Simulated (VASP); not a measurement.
# Fe (P6_3/mmc) in VASP: further runs, part 2 of 3

VASP 6.6.1. The steps go on from the part before.

## (3) Relaxation of cell and atoms, PBE

Contents of INCAR:

```
PREC = Accurate
ENCUT = 600
EDIFF = 1E-6
ISMEAR = 0
SIGMA = 0.1
LREAL = False
LASPH = True
NELM = 60
ALGO = Normal
ISIF = 3
LWAVE = False
LCHARG = False
GGA = PE
IBRION = 2
NSW = 100
EDIFFG = -0.005
```

Contents of KPOINTS:

```
Automatic mesh
0
Gamma
  18 18 12
```

Contents of POSCAR:

```
Fe
1.0
    2.4579232441      0.0000000000      0.0000000000
   -1.2289616221      2.1286239700      0.0000000000
    0.0000000000      0.0000000000      3.8931158110
Fe
2
Direct
    0.3333333333      0.6666666667      0.2500000000
    0.6666666667      0.3333333333      0.7500000000
```

Potentials or basis: VASP PAW PBE potentials, release 64 (Fe).

Started as:

```sh
$ cat potpaw_PBE.64/Fe/POTCAR > POTCAR
$ mpirun -np 1 vasp_std > vasp.out
```

OUTCAR:

```text
PREC = Accurate
   ENCUT = 600
   EDIFF = 1E-6
   ISMEAR = 0
   LREAL = False
   LASPH = True
   NELM = 60
   ISIF = 3
   GGA = PE
   IBRION = 2
   NSW = 100
   EDIFFG = -0.005

 ion  position               nearest neighbor table
   1  0.333  0.667  0.250-   2 2.41   2 2.41   2 2.41   2 2.41   2 2.41   2 2.41
   2  0.667  0.333  0.750-   1 2.41   1 2.41   1 2.41   1 2.41   1 2.41   1 2.41

  LATTYP: Found a hexagonal cell.
 ALAT       =     2.4579232441
 C/A-ratio  =     1.5839045505

  Lattice vectors:

 A1 = (   2.4579232441,   0.0000000000,   0.0000000000)
 A2 = (  -1.2289616221,   2.1286239700,   0.0000000000)
 A3 = (   0.0000000000,   0.0000000000,   3.8931158110)

Analysis of symmetry for initial positions (statically):
=====================================================================
 Subroutine PRICEL returns:
 Original cell was already a primitive cell.

 Routine SETGRP: Setting up the symmetry group for a
 hexagonal supercell.

 Subroutine GETGRP returns: Found 24 space group operations
 (whereof 12 operations were pure point group operations)
 out of a pool of 24 trial point group operations.

The static configuration has the point symmetry D_3d.
 The point group associated with its full space group is D_6h.

Analysis of symmetry for dynamics (positions and initial velocities):
=====================================================================
[... 308 lines left out ...]
  ---------------------------------------------------
  ext. energy  EPLUGINS =         0.00000000
  ---------------------------------------------------
  free energy    TOTEN  =       -16.31183802 eV

  energy without entropy =      -16.29813023  energy(sigma->0) =      -16.30498413

 E-fermi :   6.9133     XC(G=0): -13.8023

 val. band max:        6.8974404589   @ k =   0.1111   0.0556   0.3333
 cond. band min:       6.9132774113   @ k =   0.4444   0.1111   0.4167
 fundamental gap:      0.0158369524
 Fermi energy:         6.9132681322

 k-point     1 :       0.0000    0.0000    0.0000
  band No.  band energies     occupation
      1      -1.9991      2.00000
      2       1.9853      2.00000
      3       5.2697      2.00000
      4       5.2697      2.00000
      5       5.3979      2.00000
      6       5.7357      2.00000
      7       5.7357      2.00000
      8       6.0757      2.00000
      9       6.0757      2.00000
     10       7.4683      0.00000
     11       7.6324      0.00000
     12       7.6324      0.00000
[... 331 lines left out ...]
 k-point    24 :       0.3889    0.1111    0.0000
  band No.  band energies     occupation
      1       2.5086      2.00000
      2       2.7287      2.00000
      3       2.8613      2.00000
      4       4.4580      2.00000
      5       4.9080      2.00000
      6       5.3732      2.00000
      7       5.8454      2.00000
      8       7.5913      0.00000
      9       7.7787      0.00000
     10       7.9213      0.00000
     11       9.4267      0.00000
     12      12.9556      0.00000

 [... further k-points ...]

------------------------ aborting loop because EDIFF is reached ----------------------------------------

  FORCE on cell =-STRESS in cart. coord.  units (eV):
  Direction    XX          YY          ZZ          XY          YZ          ZX
  --------------------------------------------------------------------------------------
  -------------------------------------------------------------------------------------
  Total        0.0012045      0.0012045      0.0071423     -0.0000000      0.0000000      0.0000000
  in kB        0.0948537      0.0948537      0.5624546     -0.0000000      0.0000000      0.0000000
  external PRESSURE =       0.2507207 kB  Pullay stress =       0.0000000 kB
[... 17 lines left out ...]
  FREE ENERGIE OF THE ION-ELECTRON SYSTEM (eV)
  ---------------------------------------------------
  free  energy   TOTEN  =       -16.3118380223 eV

  energy  without entropy=      -16.2981302320  energy(sigma->0) =      -16.30498413

 reached required accuracy - stopping structural energy minimisation
```

OSZICAR:

```text
N       E                     dE             d eps       ncg     rms          rms(c)
DAV:   1     0.905971060935E+02    0.90597E+02   -0.82088E+03  6232   0.199E+03
DAV:   2    -0.157660857130E+02   -0.10636E+03   -0.98005E+02  6364   0.313E+02
DAV:   3    -0.194267362221E+02   -0.36607E+01   -0.31734E+01  6644   0.794E+01
[... 32 lines left out ...]
       N       E                     dE             d eps       ncg     rms          rms(c)
DAV:   1    -0.163118564632E+02   -0.23065E-04   -0.57334E-04  6392   0.375E-01    0.340E-02
DAV:   2    -0.163118408486E+02    0.15615E-04   -0.84765E-05  6460   0.190E-01    0.102E-02
DAV:   3    -0.163118385520E+02    0.22966E-05   -0.65462E-06  6156   0.533E-02    0.513E-03
DAV:   4    -0.163118380223E+02    0.52964E-06   -0.40958E-07  3108   0.684E-03
   5 F= -.16311838E+02 E0= -.16304984E+02  d E =-.993310E-05
```

CONTCAR:

```text
Fe
   1.00000000000000
     2.4585316617969957   -0.0000000000000143   -0.0000000000000000
    -1.2292658309485223    2.1291508751817600   -0.0000000000000000
     0.0000000000000000    0.0000000000000000    3.8866618724414410
  Fe
     2
Direct
     0.3333333332999970    0.6666666667000030    0.2500000000000000
     0.6666666667000030    0.3333333332999970    0.7500000000000000

  0.00000000E+00  0.00000000E+00  0.00000000E+00
  0.00000000E+00  0.00000000E+00  0.00000000E+00
```

Wall time 3 min (1 thread of Intel Xeon Platinum 8259CL at 2.50GHz (Skylake/Cascade Lake), shared host); peak memory 0.2 GiB.

What came out:

```
Free energy                            : -16.3118 eV
Relaxed volume                         : 10.17 Å³/atom
Relaxed cell                           : a = 2.459 Å, b = 2.459 Å, c = 3.887 Å, α = 90.00°, β = 90.00°, γ = 120.00°
Space group after relaxing (to 0.05 Å) : P6_3/mmc (No. 194)
Energy gained by relaxing              : 0.0 meV/atom
Ionic steps                            : 5
Pressure after relaxing                : 0.0 GPa
Band gap on the k mesh                 : zero (band 8 reaches 7.84 eV, above the bottom of band 9 at 5.91 eV)
```

Final structure:
```cif
data_structure
_symmetry_space_group_name_H-M 'P 1'
_symmetry_Int_Tables_number 1
_cell_length_a 2.4585
_cell_length_b 2.4585
_cell_length_c 3.8867
_cell_angle_alpha 90.000
_cell_angle_beta 90.000
_cell_angle_gamma 120.000
_cell_volume 20.35
loop_
_atom_site_label
_atom_site_type_symbol
_atom_site_fract_x
_atom_site_fract_y
_atom_site_fract_z
_atom_site_occupancy
Fe1 Fe 0.33333 0.66667 0.25000 1
Fe2 Fe 0.66667 0.33333 0.75000 1
```

Levels at points of the mesh, in eV from the Fermi level:
```tsv
k point	band 6	band 7	band 8	band 9	band 10	band 11
(0.00, 0.00, 0.00)	-1.18	-1.18	-0.84	-0.84	0.56	0.72
(0.50, 0.00, 0.00)	-1.51	-1.06	0.82	1.05	1.08	2.69
(0.00, 0.00, 0.50)	-1.76	-1.76	-1.76	0.33	0.33	0.33
(0.50, 0.00, 0.50)	-0.64	0.12	0.12	0.96	0.96	2.50
```

Caveat: the run has no spin polarisation, though such a crystal can be magnetic. Spin polarisation is off, so any magnetic state and its effect on volume and gap are missing.

## (4) Single point, PBE (volume scaled by 0.88, then relaxed in part)

Contents of INCAR:

```
PREC = Accurate
ENCUT = 520
EDIFF = 1E-7
ISMEAR = 0
SIGMA = 0.1
LREAL = F
LASPH = T
NELM = 80
ALGO = Normal
ISIF = 2
LWAVE = F
LCHARG = T
GGA = PE
LELF = T
LVHAR = T
NBANDS = 15
```

Contents of KPOINTS:

```
Automatic mesh
0
Gamma
  21 21 12
```

Contents of POSCAR:

```
Fe
1.0
    2.3556635941      0.0000000000      0.0000000000
   -1.1778317970      2.0400645153      0.0000000000
    0.0000000000      0.0000000000      3.7350420453
Fe
2
Direct
    0.3333333333      0.6666666667      0.2500000000
    0.6666666667      0.3333333333      0.7500000000
```

Potentials or basis: VASP PAW PBE potentials, release 64 (Fe).

Started as:

```sh
$ cat potpaw_PBE.64/Fe/POTCAR > POTCAR
$ mpirun -np 1 vasp_std > vasp.out
```

OUTCAR:

```text
PREC = Accurate
   ENCUT = 520
   EDIFF = 1E-7
   ISMEAR = 0
   LREAL = F
   LASPH = T
   NELM = 80
   ISIF = 2
   GGA = PE

 ion  position               nearest neighbor table
   1  0.333  0.667  0.250-   2 2.31   2 2.31   2 2.31   2 2.31   2 2.31   2 2.31
   2  0.667  0.333  0.750-   1 2.31   1 2.31   1 2.31   1 2.31   1 2.31   1 2.31

  LATTYP: Found a hexagonal cell.
 ALAT       =     2.3556635941
 C/A-ratio  =     1.5855583347

  Lattice vectors:

 A1 = (   2.3556635941,   0.0000000000,   0.0000000000)
 A2 = (  -1.1778317970,   2.0400645153,   0.0000000000)
 A3 = (   0.0000000000,   0.0000000000,   3.7350420453)

Analysis of symmetry for initial positions (statically):
=====================================================================
 Subroutine PRICEL returns:
 Original cell was already a primitive cell.

 Routine SETGRP: Setting up the symmetry group for a
 hexagonal supercell.

 Subroutine GETGRP returns: Found 24 space group operations
 (whereof 12 operations were pure point group operations)
 out of a pool of 24 trial point group operations.

The static configuration has the point symmetry D_3d.
 The point group associated with its full space group is D_6h.

Analysis of symmetry for dynamics (positions and initial velocities):
=====================================================================
 Subroutine PRICEL returns:
 Original cell was already a primitive cell.

 Routine SETGRP: Setting up the symmetry group for a
 hexagonal supercell.

 Subroutine GETGRP returns: Found 24 space group operations
 (whereof 12 operations were pure point group operations)
 out of a pool of 24 trial point group operations.

The dynamic configuration has the point symmetry D_3d.
 The point group associated with its full space group is D_6h.

 Subroutine INISYM returns: Found 24 space group operations
 (whereof 12 operations are pure point group operations),
 and found     1 'primitive' translations

----------------------------------------------------------------------------------------

                                     Primitive cell

  volume of cell :      17.9495

  direct lattice vectors                    reciprocal lattice vectors
     2.355663594  0.000000000  0.000000000     0.424508832  0.245090288  0.000000000
    -1.177831797  2.040064515  0.000000000     0.000000000  0.490180576  0.000000000
     0.000000000  0.000000000  3.735042045     0.000000000  0.000000000  0.267734603

  length of vectors
     2.355663594  2.355663594  3.735042045     0.490180576  0.490180576  0.267734603

  position of ions in fractional coordinates (direct lattice)
     0.333333333  0.666666667  0.250000000
     0.666666667  0.333333333  0.750000000

  ion indices of the primitive-cell ions
   primitive index   ion index
                 1           1
                 2           2

----------------------------------------------------------------------------------------

 KPOINTS: Automatic mesh

Automatic generation of k-mesh.
 Grid dimensions read from file:
 generate k-points for:   21   21   12

 Generating k-lattice:

  Cartesian coordinates                     Fractional coordinates (reciprocal lattice)
     0.020214706  0.011670966  0.000000000     0.047619048 -0.000000000  0.000000000
     0.000000000  0.023341932  0.000000000     0.000000000  0.047619048  0.000000000
     0.000000000  0.000000000  0.022311217     0.000000000  0.000000000  0.083333333
[... 43 lines left out ...]
   dimension x,y,z NGXF=    36 NGYF=   36 NGZF=   56
   ions per type =               2
   NGX,Y,Z   is equivalent  to a cutoff of  12.70, 12.70, 12.46 a.u.
   NGXF,Y,Z  is equivalent  to a cutoff of  25.41, 25.41, 24.93 a.u.
 SYSTEM =  unknown system
   PREC   = accura    normal or accurate (medium, high low for compatibility)
   ISTART =      0    job   : 0-new  1-cont  2-samecut
   ICHARG =      2    charge: 1-file 2-atom 10-const
   ISPIN  =      1    spin polarized calculation?
   LNONCOLLINEAR =      F non collinear calculations
   LSORBIT =      F    spin-orbit coupling
   LASPH  =      T    aspherical Exc in radial PAW
   ENCUT  =  520.0 eV  38.22 Ry    6.18 a.u.   4.38  4.38  6.94*2*pi/ulx,y,z
   NELM   =     80;   NELMIN=  2; NELMDL= -5     # of ELM steps
   EDIFF  = 0.1E-06   stopping-criterion for ELM
   LREAL  =      F    real-space projection
   EDIFFG = 0.1E-05   stopping-criterion for IOM
   NSW    =      0    number of steps for IOM
   IBRION =     -1    ionic relax: 0-MD 1-quasi-New 2-CG
   NFREE  =      0    steps in history (QN), initial steepest desc. (CG)
   ISIF   =      2    stress and relaxation
   ISYM   =      2    0-nonsym 1-usesym 2-fastsym
   POTIM  = 0.5000    time-step for ionic-motion
   TEBEG  =    0.0;   TEEND  =   0.0 temperature during run
   PSTRESS=    0.0 pullay stress
   NELECT =      16.0000    total number of electrons
   NUPDOWN=      -1.0000    fix difference up-down
   EMIN   =  10.00;   EMAX   =-10.00  energy-range for DOS
   EFERMI =   0.00;   METHOD = LEGACY
   ISMEAR =     0;   SIGMA  =   0.10  broadening in eV -4-tet -1-fermi 0-gaus
   EFERMI_NEDOS =   21; number of points for ismear=-14 and -15
   IALGO  =     38    algorithm
   IMIX   =      4    mixing-type and parameters
     AMIX     =   0.40;   BMIX     =  1.00
     AMIX_MAG =   1.60;   BMIX_MAG =  1.00
  volume/ion in A,a.u.               =       8.97        60.56
  Fermi-wavevector in a.u.,A,eV,Ry     =   1.575544  2.977347 33.774281  2.482340
  Thomas-Fermi vector in A             =   2.676512
   LORBIT       =      0    0 simple, 1 ext, 2 COOP (PROOUT), +10 PAW based schemes
   GGA     = PE    functional components
   LHFCALC =     F    Hartree Fock is set to
   AEXX    =    0.0000 exact exchange contribution
   IVDW    =     0    specifies the selected vdW correction
   LEPSILON=     F    determine dielectric tensor
   LRPA    =     F    only Hartree local field effects (RPA)
 non-spin polarized calculation
 Gauss-broadening in eV      SIGMA  =   0.10
  energy-cutoff  :      520.00
  volume of cell :       17.95
 maximum number of plane-waves:       500
 NGX is ok and might be reduce to    18
   NGX =  9   NGY =  9   NGZ = 13

 number of electron      16.0000001 magnetization

 Free energy of the ion-electron system (eV)
  ---------------------------------------------------
  ext. energy  EPLUGINS =         0.00000000
  ---------------------------------------------------
  free energy    TOTEN  =       -15.98998996 eV

  energy without entropy =      -15.97797087  energy(sigma->0) =      -15.98398041

 E-fermi :   8.4449     XC(G=0): -14.5515

 val. band max:        8.4448796195   @ k =   0.2381   0.0476   0.0833
 cond. band min:       8.4508465712   @ k =   0.1905   0.0952   0.0833
 fundamental gap:      0.0059669517
 Fermi energy:         8.4449390206

 k-point     1 :       0.0000    0.0000    0.0000
  band No.  band energies     occupation
      1      -1.2088      2.00000
      2       2.6961      2.00000
      3       6.4517      2.00000
      4       6.4517      2.00000
      5       6.5903      2.00000
      6       7.0149      2.00000
      7       7.0149      2.00000
      8       7.4479      2.00000
      9       7.4479      2.00000
     10       9.0274      0.00000
     11       9.2976      0.00000
     12       9.2976      0.00000
     13      18.5632      0.00000
     14      31.4095      0.00000
[... 401 lines left out ...]
      2       3.8409      2.00000
      3       4.9727      2.00000
      4       5.0829      2.00000
      5       6.4895      2.00000
      6       6.5735      2.00000
      7       7.2482      2.00000
      8       7.6808      2.00000
      9       7.9594      2.00000
     10       8.4771      0.64972
     11       9.5528      0.00000
     12      15.1962      0.00000
     13      18.6953      0.00000
     14      24.5821      0.00000
     15      27.2011      0.00000

 [... further k-points ...]

------------------------ aborting loop because EDIFF is reached ----------------------------------------

  FORCE on cell =-STRESS in cart. coord.  units (eV):
  Direction    XX          YY          ZZ          XY          YZ          ZX
  --------------------------------------------------------------------------------------
  -------------------------------------------------------------------------------------
  Total        5.4442556      5.4442556      5.4206248      0.0000000      0.0000000      0.0000000
  in kB      485.9554065    485.9554065    483.8461215      0.0000000      0.0000000      0.0000000
  external PRESSURE =     485.2523115 kB  Pullay stress =       0.0000000 kB

 VOLUME and BASIS-vectors are now :
 -----------------------------------------------------------------------------
  energy-cutoff  :      520.00
  volume of cell :       17.95
      direct lattice vectors                 reciprocal lattice vectors
     2.355663594  0.000000000  0.000000000     0.424508832  0.245090288  0.000000000
    -1.177831797  2.040064515  0.000000000     0.000000000  0.490180576  0.000000000
     0.000000000  0.000000000  3.735042045     0.000000000  0.000000000  0.267734603

 POSITION                                       TOTAL-FORCE (eV/Angst)
 -----------------------------------------------------------------------------------
     -0.00000      1.36004      0.93376        -0.000000      0.000000      0.000000
      1.17783      0.68002      2.80128         0.000000     -0.000000      0.000000
 -----------------------------------------------------------------------------------
    total drift:                                0.000000     -0.000000     -0.000000

  FREE ENERGIE OF THE ION-ELECTRON SYSTEM (eV)
  ---------------------------------------------------
  free  energy   TOTEN  =       -15.9899899581 eV

  energy  without entropy=      -15.9779708677  energy(sigma->0) =      -15.98398041
```

OSZICAR:

```text
N       E                     dE             d eps       ncg     rms          rms(c)
DAV:   1     0.763119567196E+02    0.76312E+02   -0.72715E+03 10384   0.149E+03
DAV:   2    -0.168789822735E+02   -0.93191E+02   -0.83107E+02 10080   0.248E+02
DAV:   3    -0.188711589947E+02   -0.19922E+01   -0.19151E+01 12187   0.519E+01
DAV:   4    -0.188831369598E+02   -0.11978E-01   -0.11976E-01 11991   0.348E+00
DAV:   5    -0.188832878154E+02   -0.15086E-03   -0.15085E-03 12278   0.388E-01    0.199E+01
DAV:   6    -0.161434744129E+02    0.27398E+01   -0.91761E+00 11368   0.673E+01    0.133E+00
DAV:   7    -0.160345392517E+02    0.10894E+00   -0.41846E-01 12474   0.123E+01    0.142E+00
DAV:   8    -0.159982247012E+02    0.36315E-01   -0.37799E-03 15619   0.896E-01    0.562E-01
DAV:   9    -0.159900239421E+02    0.82008E-02   -0.17484E-03 14047   0.477E-01    0.691E-02
DAV:  10    -0.159899902346E+02    0.33708E-04   -0.10162E-04 13048   0.165E-01    0.219E-02
DAV:  11    -0.159899878575E+02    0.23771E-05   -0.53009E-06 13112   0.506E-02    0.571E-03
DAV:  12    -0.159899894085E+02   -0.15510E-05   -0.17982E-07  9686   0.557E-03    0.199E-03
DAV:  13    -0.159899899406E+02   -0.53210E-06   -0.14890E-08  6174   0.242E-03    0.914E-05
DAV:  14    -0.159899899581E+02   -0.17553E-07   -0.35436E-09  5775   0.817E-04
   1 F= -.15989990E+02 E0= -.15983980E+02  d E =-.120191E-01
```

stdout:

```text
POSCAR found type information on POSCAR Fe
 POSCAR found :  1 types and       2 ions
 scaLAPACK will be used
 LDA part: xc-table for (Slater+PW92), standard interpolation
 POSCAR, INCAR and KPOINTS ok, starting setup
 FFT: planning ... GRIDC
 FFT: planning ... GRID_SOFT
 FFT: planning ... GRID
 WAVECAR not read
 entering main loop
```

Wall time 45 s (1 thread of Intel Xeon 6975P-C (Granite Rapids), shared host); peak memory 0.19 GiB.

What came out:

| Item | Value |
| --- | --- |
| Free energy | -15.9900 eV |
| Pressure | 48.5 GPa |
| Band gap on the k mesh | zero (band 8 reaches 9.54 eV, above the bottom of band 9 at 7.28 eV) |

Levels at points of the mesh, in eV from the Fermi level:
```csv
k point,band 5,band 6,band 7,band 8,band 9,band 10,band 11,band 12
"(0.00, 0.00, 0.00)",-1.85,-1.43,-1.43,-1.00,-1.00,0.58,0.85,0.85
"(0.00, 0.00, 0.50)",-2.12,-2.12,-2.12,-2.12,0.39,0.39,0.39,0.39
```

Caveat: the cell differs from its parent crystal (volume scaled by 0.88, then relaxed in part); the run has no spin polarisation, though such a crystal can be magnetic. Spin polarisation is off, so any magnetic state and its effect on volume and gap are missing.

[end of part 2 of 3]
